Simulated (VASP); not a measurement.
# AlN (P6_3mc) in VASP: further runs

Aim: see how the results for AlN move with the level of theory and the settings. Levels: PBE+D4, r2SCAN. Tasks: electric field gradients.

Program: VASP 6.6.1. These are calculated values, not measurements. Logs are shortened: lines on timing, memory, paths and dates and some standing lists are left out, and cuts for length are marked.

**Experimental background.**

From “Self-assembly of well-separated AlN nanowires directly on sputtered metallic TiN films”, 2019, arxiv:1910.07391, for a bulk crystal of AlN at 10 K: band gap 6.034 eV (an exciton energy, a little under the gap).

The runs below are set against these values where they give the same quantity.

## Step 1: The cell of the first run

It takes space group P6_3mc (No. 186, hexagonal). Conventional cell: a = 3.113 Å, b = 3.113 Å, c = 4.981 Å, α = 90.00°, β = 90.00°, γ = 120.00°. Al (site symmetry 3m) has 4 N at 1.89 Å within 2.5 Å. Within 2.5 Å of N (site symmetry 3m) lie 4 Al at 1.89 Å.

## Step 2: Electric field gradients, PBE+D4

Contents of INCAR:

```
ALGO = Normal
EDIFF = 1E-8
ENCUT = 520
GGA = PE
ISIF = 2
ISMEAR = -1
IVDW = 13
LASPH = T
LCHARG = F
LEFG = T
LREAL = F
LWAVE = F
NBANDS = 16
NELM = 80
PREC = Accurate
SIGMA = 0.02
```

Contents of KPOINTS:

```
k-points
0
Gamma
  11 11 6
```

Contents of POSCAR:

```
AlN
1.0
    3.1130000000      0.0000000000      0.0000000000
   -1.5565000000      2.6959370820      0.0000000000
    0.0000000000      0.0000000000      4.9810000000
Al N
2 2
Direct
    0.3333333333      0.6666666667      0.0000000000
    0.6666666667      0.3333333333      0.5000000000
    0.3333333333      0.6666666667      0.3800000000
    0.6666666667      0.3333333333      0.8800000000
```

Potentials or basis: VASP PAW PBE potentials, release 64 (Al, N).

Started as:

```bash
cat potpaw_PBE.64/Al/POTCAR potpaw_PBE.64/N/POTCAR > POTCAR
mpirun -np 1 vasp_std > vasp.out
```

OUTCAR:

```text
EDIFF = 1E-8
   ENCUT = 520
   GGA = PE
   ISIF = 2
   ISMEAR = -1
   IVDW = 13
   LASPH = T
   LREAL = F
   NELM = 80
   PREC = Accurate

 ion  position               nearest neighbor table
   1  0.333  0.667  0.000-   3 1.89   4 1.89   4 1.89   4 1.89   2 3.07   2 3.07   2 3.07   2 3.07
                             2 3.07   2 3.07
   2  0.667  0.333  0.500-   4 1.89   3 1.89   3 1.89   3 1.89   1 3.07   1 3.07   1 3.07   1 3.07
                             1 3.07   1 3.07
   3  0.333  0.667  0.380-   1 1.89   2 1.89   2 1.89   2 1.89
   4  0.667  0.333  0.880-   2 1.89   1 1.89   1 1.89   1 1.89

  LATTYP: Found a hexagonal cell.
 ALAT       =     3.1130000000
 C/A-ratio  =     1.6000642467

  Lattice vectors:

 A1 = (   3.1130000000,   0.0000000000,   0.0000000000)
 A2 = (  -1.5565000000,   2.6959370820,   0.0000000000)
 A3 = (   0.0000000000,   0.0000000000,   4.9810000000)

Analysis of symmetry for initial positions (statically):
=====================================================================
 Subroutine PRICEL returns:
 Original cell was already a primitive cell.

 Routine SETGRP: Setting up the symmetry group for a
 hexagonal supercell.

 Subroutine GETGRP returns: Found 12 space group operations
 (whereof  6 operations were pure point group operations)
 out of a pool of 24 trial point group operations.

The static configuration has the point symmetry C_3v.
 The point group associated with its full space group is C_6v.

Analysis of symmetry for dynamics (positions and initial velocities):
=====================================================================
 Subroutine PRICEL returns:
 Original cell was already a primitive cell.

 Routine SETGRP: Setting up the symmetry group for a
 hexagonal supercell.

 Subroutine GETGRP returns: Found 12 space group operations
 (whereof  6 operations were pure point group operations)
 out of a pool of 24 trial point group operations.

The dynamic configuration has the point symmetry C_3v.
 The point group associated with its full space group is C_6v.

 Subroutine INISYM returns: Found 12 space group operations
 (whereof  6 operations are pure point group operations),
 and found     1 'primitive' translations

----------------------------------------------------------------------------------------

                                     Primitive cell

  volume of cell :      41.8028

  direct lattice vectors                    reciprocal lattice vectors
     3.113000000  0.000000000  0.000000000     0.321233537  0.185464269  0.000000000
    -1.556500000  2.695937082  0.000000000     0.000000000  0.370928538  0.000000000
     0.000000000  0.000000000  4.981000000     0.000000000  0.000000000  0.200762899

  length of vectors
     3.113000000  3.113000000  4.981000000     0.370928538  0.370928538  0.200762899

  position of ions in fractional coordinates (direct lattice)
     0.333333333  0.666666667  0.000000000
     0.666666667  0.333333333  0.500000000
     0.333333333  0.666666667  0.380000000
     0.666666667  0.333333333  0.880000000

  ion indices of the primitive-cell ions
   primitive index   ion index
                 1           1
                 2           2
                 3           3
                 4           4

----------------------------------------------------------------------------------------

 KPOINTS: k-points

Automatic generation of k-mesh.
 Grid dimensions read from file:
 generate k-points for:   11   11    6

 Generating k-lattice:

  Cartesian coordinates                     Fractional coordinates (reciprocal lattice)
     0.029203049  0.016860388  0.000000000     0.090909091  0.000000000  0.000000000
     0.000000000  0.033720776  0.000000000     0.000000000  0.090909091  0.000000000
     0.000000000  0.000000000  0.033460483     0.000000000  0.000000000  0.166666667

  Length of vectors
     0.033720776  0.033720776  0.033460483

  Shift w.r.t. Gamma in fractional coordinates (k-lattice)
     0.000000000  0.000000000  0.000000000

 Subroutine IBZKPT returns following result:
 ===========================================

 Found     64 irreducible k-points:

 Following reciprocal coordinates:
            Coordinates               Weight
  0.000000  0.000000  0.000000      1.000000
  0.090909  0.000000  0.000000      6.000000
  0.181818  0.000000  0.000000      6.000000
  0.272727  0.000000  0.000000      6.000000
  0.363636  0.000000  0.000000      6.000000
  0.454545  0.000000  0.000000      6.000000
[... 16 lines left out ...]
  0.090909  0.090909  0.166667     12.000000
  0.181818  0.090909  0.166667     24.000000
 [... further k-points ...]
   k-points           NKPTS =     64   k-points in BZ     NKDIM =     64   number of bands    NBANDS=     16
   number of dos      NEDOS =    301   number of ions     NIONS =      4
   total plane-waves  NPLWV =  23040
   dimension x,y,z NGX =    24 NGY =   24 NGZ =   40
   dimension x,y,z NGXF=    48 NGYF=   48 NGZF=   80
   ions per type =               2   2
   NGX,Y,Z   is equivalent  to a cutoff of  12.82, 12.82, 13.35 a.u.
   NGXF,Y,Z  is equivalent  to a cutoff of  25.63, 25.63, 26.70 a.u.
 SYSTEM =  unknown system
   PREC   = accura    normal or accurate (medium, high low for compatibility)
   ISTART =      0    job   : 0-new  1-cont  2-samecut
   ICHARG =      2    charge: 1-file 2-atom 10-const
   ISPIN  =      1    spin polarized calculation?
   LNONCOLLINEAR =      F non collinear calculations
   LSORBIT =      F    spin-orbit coupling
   LASPH  =      T    aspherical Exc in radial PAW
   ENCUT  =  520.0 eV  38.22 Ry    6.18 a.u.   5.79  5.79  9.26*2*pi/ulx,y,z
   NELM   =     80;   NELMIN=  2; NELMDL= -5     # of ELM steps
   EDIFF  = 0.1E-07   stopping-criterion for ELM
   LREAL  =      F    real-space projection
   EDIFFG = 0.1E-06   stopping-criterion for IOM
   NSW    =      0    number of steps for IOM
   IBRION =     -1    ionic relax: 0-MD 1-quasi-New 2-CG
   NFREE  =      0    steps in history (QN), initial steepest desc. (CG)
   ISIF   =      2    stress and relaxation
   ISYM   =      2    0-nonsym 1-usesym 2-fastsym
   POTIM  = 0.5000    time-step for ionic-motion
   TEBEG  =    0.0;   TEEND  =   0.0 temperature during run
   PSTRESS=    0.0 pullay stress
   NELECT =      16.0000    total number of electrons
   NUPDOWN=      -1.0000    fix difference up-down
   EMIN   =  10.00;   EMAX   =-10.00  energy-range for DOS
   EFERMI =   0.00;   METHOD = LEGACY
   ISMEAR =    -1;   SIGMA  =   0.02  broadening in eV -4-tet -1-fermi 0-gaus
   EFERMI_NEDOS =   21; number of points for ismear=-14 and -15
   IALGO  =     38    algorithm
   IMIX   =      4    mixing-type and parameters
     AMIX     =   0.40;   BMIX     =  1.00
     AMIX_MAG =   1.60;   BMIX_MAG =  1.00
  volume/ion in A,a.u.               =      10.45        70.52
  Fermi-wavevector in a.u.,A,eV,Ry     =   1.188629  2.246183 19.222843  1.412839
  Thomas-Fermi vector in A             =   2.324754
   LORBIT       =      0    0 simple, 1 ext, 2 COOP (PROOUT), +10 PAW based schemes
   GGA     = PE    functional components
   LHFCALC =     F    Hartree Fock is set to
   AEXX    =    0.0000 exact exchange contribution
   IVDW    =    13    specifies the selected vdW correction
   LEPSILON=     F    determine dielectric tensor
   LRPA    =     F    only Hartree local field effects (RPA)
 non-spin polarized calculation
  energy-cutoff  :      520.00
  volume of cell :       41.80
 maximum number of plane-waves:      1138
 NGX is ok and might be reduce to    24
   NGX = 11   NGY = 11   NGZ = 19

 number of electron      15.9999997 magnetization

 Free energy of the ion-electron system (eV)
  ---------------------------------------------------
  ext. energy  EPLUGINS =         0.00000000
  ---------------------------------------------------
  free energy    TOTEN  =       -29.77128208 eV

  energy without entropy =      -29.77128208  energy(sigma->0) =      -29.77128208

 E-fermi :   6.4931     XC(G=0): -10.9069

 val. band max:        6.1215974530   @ k =   0.0000   0.0000   0.0000
 cond. band min:      10.3450258613   @ k =   0.0000   0.0000   0.0000
 fundamental gap:      4.2234284083
 Fermi energy:         6.4931057672

 k-point     1 :       0.0000    0.0000    0.0000
  band No.  band energies     occupation
      1      -9.0373      2.00000
      2      -6.8889      2.00000
      3       0.1488      2.00000
      4       5.2900      2.00000
      5       5.2900      2.00000
      6       5.9421      2.00000
[... 8 lines left out ...]
     15      19.2857      0.00000
     16      19.2857      0.00000

 k-point     2 :       0.0909    0.0000    0.0000
  band No.  band energies     occupation
      1      -8.9322      2.00000
      2      -6.8296      2.00000
      3       0.2738      2.00000
      4       4.8037      2.00000
      5       5.1524      2.00000
      6       5.4593      2.00000
[... 8 lines left out ...]
     15      19.3100      0.00000
     16      19.3450      0.00000

 k-point     3 :       0.1818    0.0000    0.0000
  band No.  band energies     occupation
      1      -8.6280      2.00000
      2      -6.6711      2.00000
      3       0.6412      2.00000
      4       3.6591      2.00000
      5       4.4779      2.00000
      6       4.8405      2.00000
[... 8 lines left out ...]
     15      18.4402      0.00000
     16      18.8482      0.00000

 k-point     4 :       0.2727    0.0000    0.0000
  band No.  band energies     occupation
      1      -8.1620      2.00000
      2      -6.4745      2.00000
      3       1.2232      2.00000
      4       2.3921      2.00000
      5       3.4401      2.00000
      6       4.5005      2.00000
[... 8 lines left out ...]
     15      18.2311      0.00000
     16      19.7329      0.00000
[... 324 lines left out ...]
 k-point    22 :       0.4545    0.0000    0.1667
  band No.  band energies     occupation
      1      -7.1004      2.00000
      2      -6.4078      2.00000
      3       0.6216      2.00000
      4       1.6823      2.00000
      5       3.0929      2.00000
      6       4.1579      2.00000
[... 8 lines left out ...]
     15      18.5264      0.00000
     16      21.2808      0.00000

 k-point    23 :       0.0909    0.0909    0.1667
  band No.  band energies     occupation
      1      -8.6254      2.00000
      2      -6.9075      2.00000
      3       0.8296      2.00000
      4       4.2466      2.00000
      5       4.2826      2.00000
      6       5.0657      2.00000
[... 8 lines left out ...]
     15      18.6819      0.00000
     16      19.3931      0.00000

 k-point    24 :       0.1818    0.0909    0.1667
  band No.  band energies     occupation
      1      -8.2458      2.00000
      2      -6.6997      2.00000
      3       1.1790      2.00000
      4       3.1246      2.00000
      5       3.5244      2.00000
      6       4.6392      2.00000
[... 8 lines left out ...]
     15      18.5630      0.00000
     16      19.6375      0.00000

 [... further k-points ...]

------------------------ aborting loop because EDIFF is reached ----------------------------------------

  DFT-D4 for vdW energy calculation

  Edisp (eV):   -1.22551

  FORCE on cell =-STRESS in cart. coord.  units (eV):
  Direction    XX          YY          ZZ          XY          YZ          ZX
  --------------------------------------------------------------------------------------
  -------------------------------------------------------------------------------------
  Total      -0.46949    -0.46949    -0.02225     0.00000     0.00000     0.00000
  in kB     -17.99410   -17.99410    -0.85293     0.00000     0.00000     0.00000
  external pressure =      -12.28 kB  Pullay stress =        0.00 kB

 VOLUME and BASIS-vectors are now :
 -----------------------------------------------------------------------------
  energy-cutoff  :      520.00
  volume of cell :       41.80
      direct lattice vectors                 reciprocal lattice vectors
     3.113000000  0.000000000  0.000000000     0.321233537  0.185464269  0.000000000
    -1.556500000  2.695937082  0.000000000     0.000000000  0.370928538  0.000000000
     0.000000000  0.000000000  4.981000000     0.000000000  0.000000000  0.200762899

 POSITION                                       TOTAL-FORCE (eV/Angst)
 -----------------------------------------------------------------------------------
     -0.00000      1.79729      0.00000         0.000000      0.000000     -0.127940
      1.55650      0.89865      2.49050        -0.000000     -0.000000     -0.127940
     -0.00000      1.79729      1.89278         0.000000     -0.000000      0.127940
      1.55650      0.89865      4.38328        -0.000000      0.000000      0.127940
 -----------------------------------------------------------------------------------
    total drift:                               -0.000000     -0.000000      0.000398

  FREE ENERGIE OF THE ION-ELECTRON SYSTEM (eV)
  ---------------------------------------------------
  free  energy   TOTEN  =       -30.9967873226 eV

  energy  without entropy=      -30.9967873226  energy(sigma->0) =      -30.99678732

 Electric field gradients (V/A^2)
---------------------------------------------------------------------
 ion       V_xx      V_yy      V_zz      V_xy      V_xz      V_yz
---------------------------------------------------------------------
   1      -1.302    -1.302     2.605    -0.000     0.000    -0.000
   2      -1.302    -1.302     2.605    -0.000    -0.000     0.000
   3       0.222     0.222    -0.444    -0.000    -0.000     0.000
   4       0.222     0.222    -0.444    -0.000     0.000    -0.000
---------------------------------------------------------------------

 Electric field gradients after diagonalization (V/A^2)
 (convention: |V_zz| > |V_xx| > |V_yy|)
----------------------------------------------------------------------
 ion       V_xx      V_yy      V_zz     asymmetry (V_yy - V_xx)/ V_zz
----------------------------------------------------------------------
   1      -1.302    -1.302     2.605       0.000
   2      -1.302    -1.302     2.605       0.000
   3       0.222     0.222    -0.444       0.001
   4       0.222     0.222    -0.444       0.001
----------------------------------------------------------------------

           NMR quadrupolar parameters

 Cq : quadrupolar parameter    Cq=e*Q*V_zz/h
 eta: asymmetry parameters     (V_yy - V_xx)/ V_zz
 Q  : nuclear electric quadrupole moment in mb (millibarn)
----------------------------------------------------------------------
 ion       Cq(MHz)       eta       Q (mb)
----------------------------------------------------------------------
   1       0.006       0.000       1.000
   2       0.006       0.000       1.000
   3      -0.001       0.001       1.000
   4      -0.001       0.001       1.000
----------------------------------------------------------------------
```

It took 68 s on 1 thread of AMD EPYC 7R13, shared host; peak memory 0.15 GiB.

Results:

* Free energy: -30.9968 eV
* Pressure: -1.2 GPa
* Largest force: 0.128 eV/Å
* Band gap on the k mesh: 4.22 eV, direct
* Dispersion energy per atom: -0.306 eV

Forces in eV/Å, atoms in the order of the input:
```
Al   0.000  0.000 -0.128
Al   0.000  0.000 -0.128
N    0.000  0.000  0.128
N    0.000  0.000  0.128
```

Electric field gradients, principal values (V/Å²):
| atom | least | middle | greatest (by size) |
| --- | --- | --- | --- |
| 1 Al | -1.302 | -1.302 | 2.605 |
| 2 Al | -1.302 | -1.302 | 2.605 |
| 3 N | 0.222 | 0.222 | -0.444 |
| 4 N | 0.222 | 0.222 | -0.444 |

Caveat: without QUAD_EFG the Cq values of the log hold for a quadrupole moment of 1 mb, not for the nuclei.

[end of part 1 of 2]
